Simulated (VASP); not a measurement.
Wanted: the native input for a VASP 6.6.1 run.

```yaml
Task: single point
Functional: PBE
Potentials_or_basis: VASP PAW PBE potentials, release 64 (Sc_sv)
Cutoff: 520 eV
k_mesh: 18 × 18 × 10
Occupations: gaussian, width 0.15 eV
Spin: no spin polarisation
Dipole_correction: no
Further_INCAR_settings: ALGO = Fast; EDIFF = 1e-06; NBANDS = 18
```

The structure of Sc lies in POSCAR:

```
Sc
1.0
    3.3087978973      0.0000000000      0.0000000000
   -1.6543989486      2.8655030350      0.0000000000
    0.0000000000      0.0000000000      5.3601900000
Sc
2
Direct
    0.3333333333      0.6666666667      0.2500000000
    0.6666666667      0.3333333333      0.7500000000
```

This cell differs from its parent crystal: strain +0.0175 x Voigt [0, 0, 1, 0, 0, 0].

The input as run:

INCAR

```
SYSTEM = Sc
ALGO = Fast
EDIFF = 1E-6
ENCUT = 520
GGA = PE
ISIF = 2
ISMEAR = 0
LASPH = .TRUE.
LCHARG = .TRUE.
LELF = .TRUE.
LREAL = .FALSE.
LVHAR = .TRUE.
LWAVE = .FALSE.
NBANDS = 18
NELM = 80
PREC = Accurate
SIGMA = 0.15
```

KPOINTS

```
k-points
0
G
  18 18 10
  0 0 0
```

Potentials or basis: VASP PAW PBE potentials, release 64 (Sc_sv).

Launch:

```console
$ cat potpaw_PBE.64/Sc_sv/POTCAR > POTCAR
$ mpirun -np 1 vasp_std > vasp.out
```

It gave:

```json
{
  "Pressure": "-1.4 GPa",
  "Band gap on the k mesh": "zero (band 11 reaches 4.32 eV, above the bottom of band 12 at 3.08 eV)"
}
```

Caveat: the cell differs from its parent crystal (strain +0.0175 x Voigt [0, 0, 1, 0, 0, 0]).

Wall time 2.6 min on 1 thread of AMD EPYC 9R45 96-Core Processor (Zen 5), with other jobs on the host, peak memory 0.27 GiB.
